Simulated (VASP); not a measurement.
Input of a VASP 6.6.1 run:

INCAR

```
PREC = Accurate
ENCUT = 520
EDIFF = 1E-6
ISMEAR = 0
SIGMA = 0.1
LREAL = Auto
LASPH = True
NELM = 60
ALGO = Normal
ISIF = 2
LWAVE = False
LCHARG = False
GGA = PE
ISYM = 0
NBANDS = 87
```

Contents of KPOINTS:

```
Automatic mesh
0
Gamma
  1 1 1
  0.25 0.25 0.25
```

POSCAR

```
NaMg2Cl5
1.0
    9.6885504677     -0.2724769385      0.3178623880
   -0.2825766683      7.9978397470     -0.3685694710
    0.3597879248     -0.3758459149      8.2041577447
Na Cl Mg
3 15 6
Direct
    0.4739168818      0.4032476040      0.8497019661
    0.9315654833      0.3918809904      0.6302693235
    0.1225238684      0.0691497956      0.9062795642
   -0.0287876478      0.0258347244      0.6183759979
    0.1193957077      0.6176797614      0.4701665677
    0.7246299463      0.9014044039      0.3562755786
    0.3870806497      0.9176082547      0.3915940176
    0.7093531852      0.8429943246      0.9489014855
    0.3864478105      0.5858011303      0.1239479069
    0.3678517143      0.3522706247      0.5363353216
    0.0413817578      0.8170999513      0.1329295768
    0.8031684682      0.3088987547      0.3416042702
    0.3358609580      0.8496809768      0.8175608539
    0.5058361514      0.1741444749      0.1176275980
    0.6097978086      0.6290802980      0.6107090762
    0.1385508104      0.2297380106      0.2263421270
    0.0839150079      0.4199492928      0.8943313493
    0.6311378040      0.1695945189      0.6933338352
    0.7281117306      0.9001453262      0.6636131489
    0.5636123181      0.1740799322      0.4052667187
    0.4724201341      0.8728517179      0.0684750676
    0.3638998892      0.6651479550      0.5464518183
    0.9463924776      0.0500611674      0.3193452779
    0.1295080855      0.5356531479      0.1697925920
```

Potentials or basis: VASP PAW PBE potentials, release 64 (Na_pv, Cl, Mg).

Run with:

```sh
$ cat potpaw_PBE.64/Na_pv/POTCAR potpaw_PBE.64/Cl/POTCAR potpaw_PBE.64/Mg/POTCAR > POTCAR
$ mpirun -np 1 vasp_std > vasp.out
```

**Question.** Estimate the pressure.

**Answer.** -0.1 GPa.

**Question.** What does it give for the largest force?

**Answer.** 0.035 eV/Å.

Stress tensor (GPa, compression positive):
```
-0.08 -0.03  0.01
-0.03 -0.18 -0.01
 0.01 -0.01 -0.13
```

Caveat: the k points lie up to 0.79 Å⁻¹ apart.
